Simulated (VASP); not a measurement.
# WC in VASP: a series of runs

WC is run at these levels: PBEsol; tasks: relaxation of the atoms, single point.

Everything below comes from runs of VASP 6.6.1. Logs are shortened: lines on timing, memory, paths and dates and some standing lists are left out, and cuts for length are marked.

## 1. The cell of the first run

The cell holds a slab with vacuum, 16 atoms: a = 5.800 Å, b = 5.800 Å, c = 15.256 Å, α = 90.00°, β = 90.00°, γ = 120.00°.

## 2. Relaxation of the atoms, PBEsol

INCAR reads:

```
SYSTEM = WC
PREC = Accurate ; ENCUT = 520
EDIFF = 1E-6 ; ISMEAR = -1
SIGMA = 0.05 ; LREAL = Auto
LASPH = .True. ; NELM = 60
ALGO = Normal ; ISIF = 2
LWAVE = .False. ; LCHARG = .False.
GGA = PS ; IBRION = 2
NSW = 45 ; EDIFFG = -0.08
```

KPOINTS reads:

```
regular mesh
0
Gamma
  2 2 1
  0 0 0
```

POSCAR reads:

```
WC
1.0
    5.7996800000      0.0000000000      0.0000000000
   -2.8998400000      5.0226700000      0.0000000000
    0.0000000000      0.0000000000     15.2562950000
W C
8 8
Selective dynamics
Direct
    0.0000000000      0.0000000000      0.0655467000  F F F
    0.0000000000      0.0000000000      0.2515375000  T T T
    0.0000000000      0.5000000000      0.0655467000  F F F
    0.0000000000      0.5000000000      0.2515375000  T T T
    0.5000000000      0.0000000000      0.0655467000  F F F
    0.5000000000      0.0000000000      0.2515375000  T T T
    0.5000000000      0.5000000000      0.0655467000  F F F
    0.5000000000      0.5000000000      0.2515375000  T T T
    0.3333333000      0.1666667000      0.1585421000  T T T
    0.3333333000      0.1666667000      0.3445329000  T T T
    0.3333333000      0.6666667000      0.1585421000  T T T
    0.3333333000      0.6666667000      0.3445329000  T T T
    0.8333333000      0.1666667000      0.1585421000  T T T
    0.8333333000      0.1666667000      0.3445329000  T T T
    0.8333333000      0.6666667000      0.1585421000  T T T
    0.8333333000      0.6666667000      0.3445329000  T T T
```

Potentials or basis: VASP PAW PBE potentials, release 64 (W_sv, C).

Started as:

```
$ cat potpaw_PBE.64/W_sv/POTCAR potpaw_PBE.64/C/POTCAR > POTCAR
$ mpirun -np 1 vasp_std > vasp.out
```

OUTCAR:

```text
SYSTEM = WC
   PREC = Accurate
   ENCUT = 520
   EDIFF = 1E-6
   ISMEAR = -1
   LREAL = Auto
   LASPH = .True.
   NELM = 60
   ISIF = 2
   GGA = PS
   IBRION = 2
   NSW = 45
   EDIFFG = -0.08

 ion  position               nearest neighbor table
   1  0.000  0.000  0.066-  15 2.19   9 2.19  13 2.19   2 2.84   7 2.90   3 2.90   3 2.90   7 2.90
                             5 2.90   5 2.90
   2  0.000  0.000  0.252-  15 2.19  16 2.19   9 2.19  10 2.19  13 2.19  14 2.19   1 2.84   4 2.90
                             8 2.90   4 2.90   8 2.90   6 2.90   6 2.90
   3  0.000  0.500  0.066-  13 2.19  11 2.19  15 2.19   4 2.84   5 2.90   1 2.90   1 2.90   5 2.90
                             7 2.90   7 2.90
   4  0.000  0.500  0.252-  13 2.19  14 2.19  11 2.19  12 2.19  15 2.19  16 2.19   3 2.84   2 2.90
                             6 2.90   2 2.90   6 2.90   8 2.90   8 2.90
   5  0.500  0.000  0.066-  11 2.19  13 2.19   9 2.19   6 2.84   7 2.90   3 2.90   7 2.90   3 2.90
                             1 2.90   1 2.90
   6  0.500  0.000  0.252-  11 2.19  12 2.19  13 2.19  14 2.19   9 2.19  10 2.19   5 2.84   4 2.90
                             8 2.90   8 2.90   4 2.90   2 2.90   2 2.90
   7  0.500  0.500  0.066-   9 2.19  15 2.19  11 2.19   8 2.84   1 2.90   5 2.90   5 2.90   1 2.90
                             3 2.90   3 2.90
   8  0.500  0.500  0.252-   9 2.19  10 2.19  15 2.19  16 2.19  11 2.19  12 2.19   7 2.84   6 2.90
                             2 2.90   6 2.90   2 2.90   4 2.90   4 2.90
   9  0.333  0.167  0.159-   7 2.19   8 2.19   1 2.19   2 2.19   5 2.19   6 2.19
[... 14 lines left out ...]
 A1 = (   5.7996800000,   0.0000000000,   0.0000000000)
 A2 = (  -2.8998400000,   5.0226700000,   0.0000000000)
 A3 = (   0.0000000000,   0.0000000000,  15.2562950000)

Analysis of symmetry for initial positions (statically):
=====================================================================
 Subroutine PRICEL returns following result:

  LATTYP: Found a hexagonal cell.
 ALAT       =     2.8998400000
 C/A-ratio  =     5.2610816459
[... 12 lines left out ...]
 Subroutine GETGRP returns: Found  6 space group operations
 (whereof  6 operations were pure point group operations)
 out of a pool of 24 trial point group operations.

The static configuration has the point symmetry C_3v.

Analysis of symmetry for dynamics (positions and initial velocities):
=====================================================================
 Subroutine PRICEL returns following result:

  LATTYP: Found a hexagonal cell.
 ALAT       =     2.8998400000
 C/A-ratio  =     5.2610816459
[... 12 lines left out ...]
 Subroutine GETGRP returns: Found  6 space group operations
 (whereof  6 operations were pure point group operations)
 out of a pool of 24 trial point group operations.

The dynamic configuration has the point symmetry C_3v.

Analysis of constrained symmetry for selective dynamics:
=====================================================================
 Subroutine PRICEL returns following result:

  LATTYP: Found a hexagonal cell.
 ALAT       =     2.8998400000
 C/A-ratio  =     5.2610816459
[... 12 lines left out ...]
 Subroutine GETGRP returns: Found  6 space group operations
 (whereof  6 operations were pure point group operations)
 out of a pool of 24 trial point group operations.

The constrained configuration has the point symmetry C_3v.

 Subroutine INISYM returns: Found  6 space group operations
 (whereof  6 operations are pure point group operations),
 and found     4 'primitive' translations

----------------------------------------------------------------------------------------

                                     Primitive cell

  volume of cell :     111.1035

  direct lattice vectors                    reciprocal lattice vectors
     2.899840000  0.000000000  0.000000000     0.344846612  0.199097293  0.000000000
    -1.449920000  2.511335000  0.000000000     0.000000000  0.398194586  0.000000000
     0.000000000  0.000000000 15.256295000     0.000000000  0.000000000  0.065546714

  length of vectors
     2.899840000  2.899839907 15.256295000     0.398194573  0.398194586  0.065546714

  position of ions in fractional coordinates (direct lattice)
     0.000000000  0.000000000  0.065546700
     0.000000000  0.000000000  0.251537500
     0.666666600  0.333333400  0.158542100
     0.666666600  0.333333400  0.344532900

  ion indices of the primitive-cell ions
[... 30 lines left out ...]
 Found      2 irreducible k-points:

 Following reciprocal coordinates:
            Coordinates               Weight
  0.000000  0.000000  0.000000      1.000000
  0.500000 -0.000000  0.000000      3.000000
   k-points           NKPTS =      2   k-points in BZ     NKDIM =      2   number of bands    NBANDS=     86
   number of dos      NEDOS =    301   number of ions     NIONS =     16
   total plane-waves  NPLWV = 276480
   dimension x,y,z NGX =    48 NGY =   48 NGZ =  120
   dimension x,y,z NGXF=    96 NGYF=   96 NGZF=  240
   ions per type =               8   8
   NGX,Y,Z   is equivalent  to a cutoff of  13.76, 13.76, 13.08 a.u.
   NGXF,Y,Z  is equivalent  to a cutoff of  27.52, 27.52, 26.15 a.u.
 SYSTEM =  WC
   PREC   = accura    normal or accurate (medium, high low for compatibility)
   ISTART =      0    job   : 0-new  1-cont  2-samecut
   ICHARG =      2    charge: 1-file 2-atom 10-const
   ISPIN  =      1    spin polarized calculation?
   LNONCOLLINEAR =      F non collinear calculations
   LSORBIT =      F    spin-orbit coupling
   LASPH  =      T    aspherical Exc in radial PAW
   ENCUT  =  520.0 eV  38.22 Ry    6.18 a.u.  10.78 10.78 28.37*2*pi/ulx,y,z
   NELM   =     60;   NELMIN=  2; NELMDL= -5     # of ELM steps
   EDIFF  = 0.1E-05   stopping-criterion for ELM
   LREAL  =      T    real-space projection
   EDIFFG = -.8E-01   stopping-criterion for IOM
   NSW    =     45    number of steps for IOM
   IBRION =      2    ionic relax: 0-MD 1-quasi-New 2-CG
   NFREE  =      1    steps in history (QN), initial steepest desc. (CG)
   ISIF   =      2    stress and relaxation
   ISYM   =      2    0-nonsym 1-usesym 2-fastsym
   POTIM  = 0.5000    time-step for ionic-motion
   TEBEG  =    0.0;   TEEND  =   0.0 temperature during run
   PSTRESS=    0.0 pullay stress
   NELECT =     144.0000    total number of electrons
   NUPDOWN=      -1.0000    fix difference up-down
   EMIN   =  10.00;   EMAX   =-10.00  energy-range for DOS
   EFERMI =   0.00;   METHOD = LEGACY
   ISMEAR =    -1;   SIGMA  =   0.05  broadening in eV -4-tet -1-fermi 0-gaus
   EFERMI_NEDOS =   21; number of points for ismear=-14 and -15
   IALGO  =     38    algorithm
   IMIX   =      4    mixing-type and parameters
     AMIX     =   0.40;   BMIX     =  1.00
     AMIX_MAG =   1.60;   BMIX_MAG =  1.00
  volume/ion in A,a.u.               =      27.78       187.44
  Fermi-wavevector in a.u.,A,eV,Ry     =   1.124432  2.124868 17.202480  1.264347
  Thomas-Fermi vector in A             =   2.261103
   LORBIT       =      0    0 simple, 1 ext, 2 COOP (PROOUT), +10 PAW based schemes
   GGA     = PS    functional components
   LHFCALC =     F    Hartree Fock is set to
   AEXX    =    0.0000 exact exchange contribution
   IVDW    =     0    specifies the selected vdW correction
   LEPSILON=     F    determine dielectric tensor
   LRPA    =     F    only Hartree local field effects (RPA)
 conjugate gradient relaxation of ions
 non-spin polarized calculation
  energy-cutoff  :      520.00
  volume of cell :      444.41
 maximum number of plane-waves:     11992
 NGX is ok and might be reduce to    48
   NGX = 21   NGY = 21   NGZ = 57

--------------------------------------- Ionic step        1  -------------------------------------------

 number of electron     143.9999996 magnetization

 Free energy of the ion-electron system (eV)
  ---------------------------------------------------
  ext. energy  EPLUGINS =         0.00000000
  ---------------------------------------------------
  free energy    TOTEN  =      -169.04823334 eV

  energy without entropy =     -168.91411522  energy(sigma->0) =     -168.98117428

------------------------ aborting loop because EDIFF is reached ----------------------------------------

  FORCE on cell =-STRESS in cart. coord.  units (eV):
  Direction    XX          YY          ZZ          XY          YZ          ZX
  --------------------------------------------------------------------------------------
  -------------------------------------------------------------------------------------
  Total      -15.7707441    -15.7707427    -30.3614447      0.0000000     -0.0000000      0.0000000
  in kB      -56.8558311    -56.8558263   -109.4574334      0.0000000     -0.0000000      0.0000000
  external PRESSURE =     -74.3896969 kB  Pullay stress =       0.0000000 kB
[... 131 lines left out ...]
  FREE ENERGIE OF THE ION-ELECTRON SYSTEM (eV)
  ---------------------------------------------------
  free  energy   TOTEN  =      -172.4742979577 eV

  energy  without entropy=     -172.3570618687  energy(sigma->0) =     -172.41567991

[... ionic steps 4 to 8 ...]

--------------------------------------- Ionic step        9  -------------------------------------------

 number of electron     143.9999997 magnetization

------------------------ aborting loop because EDIFF is reached ----------------------------------------
[... 95 lines left out ...]
--------------------------------------- Ionic step       11  -------------------------------------------

 number of electron     143.9999997 magnetization

 Free energy of the ion-electron system (eV)
  ---------------------------------------------------
  ext. energy  EPLUGINS =         0.00000000
  ---------------------------------------------------
  free energy    TOTEN  =      -172.91381224 eV

  energy without entropy =     -172.75833811  energy(sigma->0) =     -172.83607518

 E-fermi :   0.7634     XC(G=0):  -6.4517

 val. band max:        0.7551386510   @ k =   0.5000  -0.0000   0.0000
 cond. band min:       0.8375805286   @ k =   0.0000   0.0000   0.0000
 fundamental gap:      0.0824418776
 Fermi energy:         0.7634258941

 k-point     1 :       0.0000    0.0000    0.0000
  band No.  band energies     occupation
      1     -73.3876      2.00000
      2     -73.3292      2.00000
      3     -73.3292      2.00000
      4     -73.3292      2.00000
      5     -73.0142      2.00000
      6     -72.9512      2.00000
[... 76 lines left out ...]
     83       3.9001      0.00000
     84       4.0229      0.00000

 k-point     2 :       0.5000   -0.0000    0.0000
  band No.  band energies     occupation
      1     -73.3585      2.00000
      2     -73.3585      2.00000
      3     -73.3292      2.00000
      4     -73.3292      2.00000
      5     -72.9827      2.00000
      6     -72.9827      2.00000
[... 76 lines left out ...]
     83       2.6688      0.00000
     84       2.6688      0.00000
 [bands above 84 left out]

------------------------ aborting loop because EDIFF is reached ----------------------------------------

  FORCE on cell =-STRESS in cart. coord.  units (eV):
  Direction    XX          YY          ZZ          XY          YZ          ZX
  --------------------------------------------------------------------------------------
  -------------------------------------------------------------------------------------
  Total       -2.0810410     -2.0810409     -0.4239840     -0.0000000      0.0000000     -0.0000000
  in kB       -7.5024563     -7.5024556     -1.5285240     -0.0000000      0.0000000     -0.0000000
  external PRESSURE =      -5.5111453 kB  Pullay stress =       0.0000000 kB
[... 31 lines left out ...]
  FREE ENERGIE OF THE ION-ELECTRON SYSTEM (eV)
  ---------------------------------------------------
  free  energy   TOTEN  =      -172.9138122427 eV

  energy  without entropy=     -172.7583381078  energy(sigma->0) =     -172.83607518

 reached required accuracy - stopping structural energy minimisation
```

It took 53 min on 1 thread of Intel Xeon 8259CL, shared host; peak memory 0.67 GiB.

What came out:

```
Free energy               : -172.9138 eV
Energy gained by relaxing : 241.6 meV/atom
Ionic steps               : 11
Band gap on the k mesh    : zero (bands 72 and 73 overlap by 0.12 eV)
```

The path:
```csv
step,energy change (eV),largest force on free atoms (eV/Å),pressure (GPa)
1,0.0000,5.1211,-7.44
2,-1.8557,5.2590,0.27
3,-3.4261,0.8388,-4.34
4,-3.4275,0.6545,-4.50
5,-3.6030,0.5494,-3.70
6,-3.7523,0.7440,-1.61
7,-3.8565,0.2895,-0.57
8,-3.8616,0.1647,-0.27
9,-3.8637,0.1878,-0.34
10,-3.8648,0.0803,-0.31
11,-3.8656,0.0635,-0.55
```

Final structure:
```
CELL_PARAMETERS angstrom
5.79968 0.00000 0.00000
-2.89984 5.02267 0.00000
0.00000 0.00000 15.25629
ATOMIC_POSITIONS crystal
W 0.00000 0.00000 0.06555
W 0.00000 0.00000 0.25279
W 0.00000 0.50000 0.06555
W 0.00000 0.50000 0.25279
W 0.50000 0.00000 0.06555
W 0.50000 0.00000 0.25279
W 0.50000 0.50000 0.06555
W 0.50000 0.50000 0.25279
C 0.33333 0.16667 0.15104
C 0.33333 0.16667 0.32572
C 0.33333 0.66667 0.15104
C 0.33333 0.66667 0.32572
C 0.83333 0.16667 0.15104
C 0.83333 0.16667 0.32572
C 0.83333 0.66667 0.15104
C 0.83333 0.66667 0.32572
```

Levels at points of the mesh, in eV from the Fermi level:
```
           k point  band 68  band 69  band 70  band 71  band 72  band 73  band 74  band 75
(0.00, 0.00, 0.00)    -1.26     0.07     0.07     0.07     0.11     0.11     1.15     1.48
(0.50, 0.00, 0.00)    -1.42    -1.29    -1.29    -0.62    -0.62    -0.01    -0.01     1.01
```

Caveat: the k points lie up to 0.63 Å⁻¹ apart; there is no dipole correction, which matters where the two faces differ; the PAW data sets were made with another functional, which shifts forces and pressure a little; spin-orbit coupling is left out, which moves the levels of the heavy elements.

(Continued in part 2 of 2.)

The gap in the log of VASP goes by the Fermi energy; the results here count the filled bands.